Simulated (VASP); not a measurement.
Write the native input for VASP 6.6.1 that does the following.

| Quantity | Value |
| --- | --- |
| Task | relaxation of cell and atoms |
| Functional | PBE |
| Potentials or basis | VASP PAW PBE potentials, release 64 (B, N) |
| Cutoff | 600 eV |
| k mesh | 12 × 12 × 12 |
| Occupations | fermi-dirac, width 0.02 eV |
| Spin | no spin polarisation |
| Dipole correction | no |
| Further INCAR settings | ALGO = Normal; EDIFF = 1e-06; IBRION = 2; EDIFFG = -0.01; NSW = 80; ISIF = 3 |

The structure of BN lies in POSCAR:

```
BN
1.0
    0.0000000000      1.8075000000      1.8075000000
    1.8075000000      0.0000000000      1.8075000000
    1.8075000000      1.8075000000      0.0000000000
B N
1 1
Direct
    0.0000000000      0.0000000000      0.0000000000
    0.2500000000      0.2500000000      0.2500000000
```

These files were run (other wordings do the same):

INCAR

```
SYSTEM = BN
PREC = Accurate
ENCUT = 600
EDIFF = 1E-6
ISMEAR = -1
SIGMA = 0.02
LREAL = .False.
LASPH = .True.
NELM = 80
ALGO = Normal
ISIF = 3
LWAVE = .False.
LCHARG = .False.
GGA = PE
IBRION = 2
NSW = 80
EDIFFG = -0.01
```

KPOINTS

```
regular mesh
0
Gamma
  12 12 12
  0 0 0
```

Potentials or basis: VASP PAW PBE potentials, release 64 (B, N).

Launch:

```bash
$ cat potpaw_PBE.64/B/POTCAR potpaw_PBE.64/N/POTCAR > POTCAR
$ mpirun -np 1 vasp_std > vasp.out
```

Results of the run:

* Relaxed volume: 5.95 Å³/atom
* Relaxed cell: a = 2.563 Å, b = 2.563 Å, c = 2.563 Å, α = 60.00°, β = 60.00°, γ = 60.00°
* Space group after relaxing (to 0.1 Å): F-43m (No. 216)
* Energy gained by relaxing: 0.4 meV/atom
* Ionic steps: 3
* Pressure after relaxing: 0.0 GPa
* Band gap on the k mesh: 4.45 eV (least direct gap 8.78 eV)

Run time: 20 s on 1 thread of Intel Xeon 8259CL, with other jobs on the host, peak memory 0.12 GiB.
